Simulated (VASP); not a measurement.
# Ba (Im-3m) in VASP: notebook

The runs below take Ba through relaxation of cell and atoms, with PBEsol.

Everything below comes from runs of VASP 6.6.1. Logs are shortened: lines on timing, memory, paths and dates and some standing lists are left out, and cuts for length are marked.

### 1 The cell of the first run

The structure is cubic, space group Im-3m (No. 229). The conventional cell has a = 4.876 Å, b = 4.876 Å, c = 4.876 Å, α = 90.00°, β = 90.00°, γ = 90.00°. Within 5.5 Å of Ba (site symmetry m-3m) lie 14 Ba at 4.22 to 4.88 Å.

### 2 Relaxation of cell and atoms, PBEsol

INCAR

```
ALGO = Normal
EDIFF = 1E-6
EDIFFG = -0.001
ENCUT = 600
GGA = PS
IBRION = 2
ISIF = 3
ISMEAR = -1
LASPH = T
LCHARG = F
LREAL = F
LWAVE = F
NELM = 80
NSW = 80
PREC = Accurate
SIGMA = 0.15
```

KPOINTS

```
k-points
0
Gamma
  12 12 12
```

POSCAR

```
Ba
1.0
   -2.4382288606      2.4382288606      2.4382288606
    2.4382288606     -2.4382288606      2.4382288606
    2.4382288606      2.4382288606     -2.4382288606
Ba
1
Direct
    0.0000000000      0.0000000000      0.0000000000
```

Potentials or basis: VASP PAW PBE potentials, release 64 (Ba_sv).

Launch:

```console
> cat potpaw_PBE.64/Ba_sv/POTCAR > POTCAR
> mpirun -np 1 vasp_std > vasp.out
```

OUTCAR:

```text
EDIFF = 1E-6
   EDIFFG = -0.001
   ENCUT = 600
   GGA = PS
   IBRION = 2
   ISIF = 3
   ISMEAR = -1
   LASPH = T
   LREAL = F
   NELM = 80
   NSW = 80
   PREC = Accurate

 ion  position               nearest neighbor table
   1  0.000  0.000  0.000-

  LATTYP: Found a body centered cubic cell.
 ALAT       =     4.8764577212

  Lattice vectors:

 A1 = (  -2.4382288606,   2.4382288606,   2.4382288606)
 A2 = (   2.4382288606,  -2.4382288606,   2.4382288606)
 A3 = (   2.4382288606,   2.4382288606,  -2.4382288606)

Analysis of symmetry for initial positions (statically):
=====================================================================
 Subroutine PRICEL returns:
 Original cell was already a primitive cell.

 Routine SETGRP: Setting up the symmetry group for a
 body centered cubic supercell.

 Subroutine GETGRP returns: Found 48 space group operations
 (whereof 48 operations were pure point group operations)
 out of a pool of 48 trial point group operations.

The static configuration has the point symmetry O_h .

Analysis of symmetry for dynamics (positions and initial velocities):
=====================================================================
 Subroutine PRICEL returns:
 Original cell was already a primitive cell.

 Routine SETGRP: Setting up the symmetry group for a
 body centered cubic supercell.

 Subroutine GETGRP returns: Found 48 space group operations
 (whereof 48 operations were pure point group operations)
 out of a pool of 48 trial point group operations.

The dynamic configuration has the point symmetry O_h .

 Subroutine INISYM returns: Found 48 space group operations
 (whereof 48 operations are pure point group operations),
 and found     1 'primitive' translations

----------------------------------------------------------------------------------------

                                     Primitive cell

  volume of cell :      57.9807

  direct lattice vectors                    reciprocal lattice vectors
    -2.438228861  2.438228861  2.438228861     0.000000000  0.205066886  0.205066886
     2.438228861 -2.438228861  2.438228861     0.205066886  0.000000000  0.205066886
     2.438228861  2.438228861 -2.438228861     0.205066886  0.205066886  0.000000000

  length of vectors
     4.223136267  4.223136267  4.223136267     0.290008371  0.290008371  0.290008371

  position of ions in fractional coordinates (direct lattice)
     0.000000000  0.000000000  0.000000000

  ion indices of the primitive-cell ions
   primitive index   ion index
                 1           1

----------------------------------------------------------------------------------------

 KPOINTS: k-points

Automatic generation of k-mesh.
 Grid dimensions read from file:
 generate k-points for:   12   12   12

 Generating k-lattice:

  Cartesian coordinates                     Fractional coordinates (reciprocal lattice)
     0.000000000  0.017088907  0.017088907     0.083333333  0.000000000  0.000000000
     0.017088907  0.000000000  0.017088907     0.000000000  0.083333333  0.000000000
     0.017088907  0.017088907  0.000000000     0.000000000  0.000000000  0.083333333

  Length of vectors
     0.024167364  0.024167364  0.024167364

  Shift w.r.t. Gamma in fractional coordinates (k-lattice)
     0.000000000  0.000000000  0.000000000

 Subroutine IBZKPT returns following result:
 ===========================================

 Found     72 irreducible k-points:

 Following reciprocal coordinates:
            Coordinates               Weight
  0.000000  0.000000  0.000000      1.000000
  0.083333  0.000000  0.000000     12.000000
  0.166667  0.000000  0.000000     12.000000
  0.250000  0.000000  0.000000     12.000000
  0.333333  0.000000  0.000000     12.000000
  0.416667  0.000000  0.000000     12.000000
[... 16 lines left out ...]
  0.333333  0.083333  0.083333     24.000000
  0.416667  0.083333  0.083333     12.000000
 [... further k-points ...]
   k-points           NKPTS =     72   k-points in BZ     NKDIM =     72   number of bands    NBANDS=      9
   number of dos      NEDOS =    301   number of ions     NIONS =      1
   total plane-waves  NPLWV =  46656
   dimension x,y,z NGX =    36 NGY =   36 NGZ =   36
   dimension x,y,z NGXF=    72 NGYF=   72 NGZF=   72
   ions per type =               1
   NGX,Y,Z   is equivalent  to a cutoff of  14.17, 14.17, 14.17 a.u.
   NGXF,Y,Z  is equivalent  to a cutoff of  28.34, 28.34, 28.34 a.u.
 SYSTEM =  unknown system
   PREC   = accura    normal or accurate (medium, high low for compatibility)
   ISTART =      0    job   : 0-new  1-cont  2-samecut
   ICHARG =      2    charge: 1-file 2-atom 10-const
   ISPIN  =      1    spin polarized calculation?
   LNONCOLLINEAR =      F non collinear calculations
   LSORBIT =      F    spin-orbit coupling
   LASPH  =      T    aspherical Exc in radial PAW
   ENCUT  =  600.0 eV  44.10 Ry    6.64 a.u.   8.43  8.43  8.43*2*pi/ulx,y,z
   NELM   =     80;   NELMIN=  2; NELMDL= -5     # of ELM steps
   EDIFF  = 0.1E-05   stopping-criterion for ELM
   LREAL  =      F    real-space projection
   EDIFFG = -.1E-02   stopping-criterion for IOM
   NSW    =     80    number of steps for IOM
   IBRION =      2    ionic relax: 0-MD 1-quasi-New 2-CG
   NFREE  =      1    steps in history (QN), initial steepest desc. (CG)
   ISIF   =      3    stress and relaxation
   ISYM   =      2    0-nonsym 1-usesym 2-fastsym
   POTIM  = 0.5000    time-step for ionic-motion
   TEBEG  =    0.0;   TEEND  =   0.0 temperature during run
   PSTRESS=    0.0 pullay stress
   NELECT =      10.0000    total number of electrons
   NUPDOWN=      -1.0000    fix difference up-down
   EMIN   =  10.00;   EMAX   =-10.00  energy-range for DOS
   EFERMI =   0.00;   METHOD = LEGACY
   ISMEAR =    -1;   SIGMA  =   0.15  broadening in eV -4-tet -1-fermi 0-gaus
   EFERMI_NEDOS =   21; number of points for ismear=-14 and -15
   IALGO  =     38    algorithm
   IMIX   =      4    mixing-type and parameters
     AMIX     =   0.40;   BMIX     =  1.00
     AMIX_MAG =   1.60;   BMIX_MAG =  1.00
  volume/ion in A,a.u.               =      57.98       391.27
  Fermi-wavevector in a.u.,A,eV,Ry     =   0.911270  1.722050 11.298453  0.830413
  Thomas-Fermi vector in A             =   2.035530
   LORBIT       =      0    0 simple, 1 ext, 2 COOP (PROOUT), +10 PAW based schemes
   GGA     = PS    functional components
   LHFCALC =     F    Hartree Fock is set to
   AEXX    =    0.0000 exact exchange contribution
   IVDW    =     0    specifies the selected vdW correction
   LEPSILON=     F    determine dielectric tensor
   LRPA    =     F    only Hartree local field effects (RPA)
 conjugate gradient relaxation of ions
 non-spin polarized calculation
  energy-cutoff  :      600.00
  volume of cell :       57.98
 maximum number of plane-waves:      1961
 NGX is ok and might be reduce to    36
   NGX = 17   NGY = 17   NGZ = 17

--------------------------------------- Ionic step        1  -------------------------------------------

 number of electron      10.0000000 magnetization

 Free energy of the ion-electron system (eV)
  ---------------------------------------------------
  ext. energy  EPLUGINS =         0.00000000
  ---------------------------------------------------
  free energy    TOTEN  =        -2.19658905 eV

  energy without entropy =       -2.09156231  energy(sigma->0) =       -2.14407568

------------------------ aborting loop because EDIFF is reached ----------------------------------------

  FORCE on cell =-STRESS in cart. coord.  units (eV):
  Direction    XX          YY          ZZ          XY          YZ          ZX
  --------------------------------------------------------------------------------------
  -------------------------------------------------------------------------------------
  Total        0.0590865      0.0590865      0.0590865     -0.0000000      0.0000000      0.0000000
  in kB        1.6327336      1.6327336      1.6327336     -0.0000000      0.0000000      0.0000000
  external PRESSURE =       1.6327336 kB  Pullay stress =       0.0000000 kB
[... 55 lines left out ...]
  energy  without entropy=       -2.0913632682  energy(sigma->0) =       -2.14416266

--------------------------------------- Ionic step        3  -------------------------------------------

 number of electron       9.9999999 magnetization

 Free energy of the ion-electron system (eV)
  ---------------------------------------------------
  ext. energy  EPLUGINS =         0.00000000
  ---------------------------------------------------
  free energy    TOTEN  =        -2.19708890 eV

  energy without entropy =       -2.09085756  energy(sigma->0) =       -2.14397323

 E-fermi :   1.7773     XC(G=0):  -7.7198

 val. band max:        1.7764061446   @ k =  -0.4167  -0.4167   0.1667
 cond. band min:       1.7854948943   @ k =  -0.3333   0.4167   0.2500
 fundamental gap:      0.0090887498
 Fermi energy:         1.7772883276

 k-point     1 :       0.0000    0.0000    0.0000
  band No.  band energies     occupation
      1     -26.9881      2.00000
      2     -11.8785      2.00000
      3     -11.8785      2.00000
      4     -11.8785      2.00000
      5      -1.0441      2.00000
      6       3.6399      0.00001
      7       3.6399      0.00001
      8       3.6399      0.00001
      9       5.1669      0.00000
[... 265 lines left out ...]
 k-point    24 :       0.4167    0.0833    0.0833
  band No.  band energies     occupation
      1     -26.9289      2.00000
      2     -12.4145      2.00000
      3     -12.0884      2.00000
      4     -11.9217      2.00000
      5       1.1021      1.97805
      6       2.3394      0.04606
      7       3.0254      0.00049
      8       5.2849      0.00000
      9       5.7992      0.00000

 [... further k-points ...]

------------------------ aborting loop because EDIFF is reached ----------------------------------------

  FORCE on cell =-STRESS in cart. coord.  units (eV):
  Direction    XX          YY          ZZ          XY          YZ          ZX
  --------------------------------------------------------------------------------------
  -------------------------------------------------------------------------------------
  Total       -0.0003513     -0.0003513     -0.0003513      0.0000000      0.0000000     -0.0000000
  in kB       -0.0095354     -0.0095354     -0.0095354      0.0000000      0.0000000     -0.0000000
  external PRESSURE =      -0.0095354 kB  Pullay stress =       0.0000000 kB
[... 16 lines left out ...]
  FREE ENERGIE OF THE ION-ELECTRON SYSTEM (eV)
  ---------------------------------------------------
  free  energy   TOTEN  =        -2.1970888996 eV

  energy  without entropy=       -2.0908575564  energy(sigma->0) =       -2.14397323

 reached required accuracy - stopping structural energy minimisation
```

Run time: 33 s. Hardware: 1 thread of Intel Xeon 6975P-C (Granite Rapids), shared host; peak memory 0.23 GiB.

What came out:

* Free energy: -2.1971 eV
* Relaxed volume: 59.03 Å³/atom
* Relaxed cell: a = 4.248 Å, b = 4.248 Å, c = 4.248 Å, α = 109.47°, β = 109.47°, γ = 109.47°
* Space group after relaxing (to 0.1 Å): Im-3m (No. 229)
* Energy gained by relaxing: 0.5 meV/atom
* Ionic steps: 3
* Pressure after relaxing: 0.0 GPa
* Band gap on the k mesh: zero (bands 5 and 6 overlap by 1.21 eV)

Step by step:
```
step  energy change (eV)  largest force (eV/Å)  pressure (GPa)  volume (Å³)
   1              0.0000                0.0000            0.16        57.98
   2             -0.0004                0.0000            0.08        58.48
   3             -0.0005                0.0000            0.00        59.03
```

Final structure:
```
CELL_PARAMETERS angstrom
-2.45281 2.45281 2.45281
2.45281 -2.45281 2.45281
2.45281 2.45281 -2.45281
ATOMIC_POSITIONS crystal
Ba 0.00000 0.00000 0.00000
```

Levels at points of the mesh, in eV from the Fermi level:
| k point | band 1 | band 2 | band 3 | band 4 | band 5 | band 6 | band 7 | band 8 | band 9 |
| --- | --- | --- | --- | --- | --- | --- | --- | --- | --- |
| (0.00, 0.00, 0.00) | -28.77 | -13.66 | -13.66 | -13.66 | -2.82 | 1.86 | 1.86 | 1.86 | 3.39 |
| (0.50, 0.00, 0.00) | -28.71 | -14.23 | -13.84 | -13.66 | -0.97 | 0.64 | 1.44 | 3.37 | 3.99 |
| (0.50, 0.50, 0.50) | -28.66 | -14.05 | -14.05 | -14.05 | -0.65 | -0.65 | 4.64 | 4.64 | 4.64 |

Caveat: the PAW data sets were made with another functional, which shifts forces and pressure a little; spin-orbit coupling is left out, which moves the levels of the heavy elements. Zero-point motion and thermal expansion aren't in these numbers.

### 3 Relaxation of cell and atoms, PBEsol

This run uses another cell than the first one, of 63.44 Å³/atom.

INCAR

```
SYSTEM = Ba
  PREC = Accurate
  ENCUT = 600
  EDIFF = 1E-7
  ISMEAR = 0
  SIGMA = 0.1
  LREAL = .FALSE.
  LASPH = .TRUE.
  NELM = 60
  ALGO = Normal
  ISIF = 3
  LWAVE = .FALSE.
  LCHARG = .FALSE.
  GGA = PS
  IBRION = 2
  NSW = 100
  EDIFFG = -0.002
```

KPOINTS

```
Automatic mesh
0
G
  12 12 12
  0 0 0
```

POSCAR

```
Ba
1.0
   -2.5125000000      2.5125000000      2.5125000000
    2.5125000000     -2.5125000000      2.5125000000
    2.5125000000      2.5125000000     -2.5125000000
Ba
1
Direct
    0.0000000000      0.0000000000      0.0000000000
```

Potentials or basis: VASP PAW PBE potentials, release 64 (Ba_sv).

Launch:

```console
> cat potpaw_PBE.64/Ba_sv/POTCAR > POTCAR
> mpirun -np 1 vasp_std > vasp.out
```

Run time: 57 s. Hardware: 1 thread of Intel Xeon 6975P-C (Granite Rapids), shared host; peak memory 0.24 GiB.

The run converged. Its results:

| Property | Result |
| --- | --- |
| Free energy | -2.1519 eV |
| Relaxed volume | 58.54 Å³/atom |
| Relaxed cell | a = 4.237 Å, b = 4.237 Å, c = 4.237 Å, α = 109.47°, β = 109.47°, γ = 109.47° |
| Space group after relaxing (to 0.1 Å) | Im-3m (No. 229) |
| Energy gained by relaxing | 10.7 meV/atom |
| Ionic steps | 5 |
| Pressure after relaxing | 0.0 GPa |
| Band gap on the k mesh | zero (bands 5 and 6 overlap by 1.23 eV) |

Step by step:
| step | energy change (eV) | largest force (eV/Å) | pressure (GPa) | volume (Å³) |
| --- | --- | --- | --- | --- |
| 1 | 0.0000 | 0.0000 | -0.66 | 63.44 |
| 2 | -0.0077 | 0.0000 | -0.38 | 61.06 |
| 3 | -0.0106 | 0.0000 | 0.07 | 57.99 |
| 4 | -0.0107 | 0.0000 | 0.01 | 58.42 |
| 5 | -0.0107 | 0.0000 | -0.01 | 58.54 |

Final structure:
```
Ba
1.0
    -2.44600    2.44600    2.44600
     2.44600   -2.44600    2.44600
     2.44600    2.44600   -2.44600
Ba
1
Direct
  0.00000 0.00000 0.00000
```

Levels at points of the mesh, in eV from the Fermi level:
| k point | band 2 | band 3 | band 4 | band 5 | band 6 | band 7 | band 8 | band 9 |
| --- | --- | --- | --- | --- | --- | --- | --- | --- |
| (0.00, 0.00, 0.00) | -13.62 | -13.62 | -13.62 | -2.80 | 1.89 | 1.89 | 1.89 | 3.43 |
| (0.50, 0.00, 0.00) | -14.21 | -13.80 | -13.62 | -0.95 | 0.66 | 1.50 | 3.42 | 4.05 |
| (0.50, 0.50, 0.50) | -14.02 | -14.02 | -14.02 | -0.64 | -0.64 | 4.71 | 4.71 | 4.71 |

Caveat: the PAW data sets were made with another functional, which shifts forces and pressure a little; spin-orbit coupling is left out, which moves the levels of the heavy elements.

The gap in the log of VASP goes by the Fermi energy; the results here count the filled bands.